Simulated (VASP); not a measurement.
The system is Mg5SiSb2.

```
Mg Si Sb
1.0
     5.44488    0.00000    0.00000
     0.00000    5.44488    0.00000
     0.00000    0.00000    6.64752
Mg Si Sb
5 1 2
Direct
  0.00000 0.50000 0.00000
  0.50000 0.00000 0.00000
  0.00000 0.00000 0.50000
  0.00000 0.50000 0.50000
  0.50000 0.00000 0.50000
  0.00000 0.00000 0.00000
  0.50000 0.50000 0.75522
  0.50000 0.50000 0.24478
```

* Program: VASP 6.6.1
* Task: relaxation of cell and atoms
* Functional: PBE
* Potentials or basis: VASP PAW PBE potentials, release 64 (Mg, Si, Sb)
* Cutoff: 600 eV
* k mesh: 4 × 4 × 4
* Occupations: gaussian, width 0.1 eV
* Spin: no spin polarisation

At the start: pressure -0.0 GPa; volume 24.63 Å³/atom.

Question: Where does the relaxation end?

Answer: Over 6 steps the energy falls by 10.8 meV/atom and the volume is 24.42 Å³/atom (-0.9 %); space group P4/mmm (No. 123, to 0.05 Å).

Step by step:
```tsv
step	energy change (eV)	largest force (eV/Å)	pressure (GPa)	volume (Å³)
1	0.0000	0.1603	-0.01	197.08
2	-0.0586	0.1284	-0.16	196.99
3	-0.0834	0.1090	-0.21	196.77
4	-0.0854	0.0823	0.02	195.64
5	-0.0857	0.0691	0.12	195.11
6	-0.0866	0.0370	0.06	195.40
```

Final structure:
```
CELL_PARAMETERS angstrom
5.53446 0.00000 0.00000
0.00000 5.53446 0.00000
0.00000 0.00000 6.37920
ATOMIC_POSITIONS crystal
Mg 0.00000 0.50000 0.00000
Mg 0.50000 0.00000 0.00000
Mg 0.00000 0.00000 0.50000
Mg 0.00000 0.50000 0.50000
Mg 0.50000 0.00000 0.50000
Si 0.00000 0.00000 0.00000
Sb 0.50000 0.50000 0.74990
Sb 0.50000 0.50000 0.25010
```
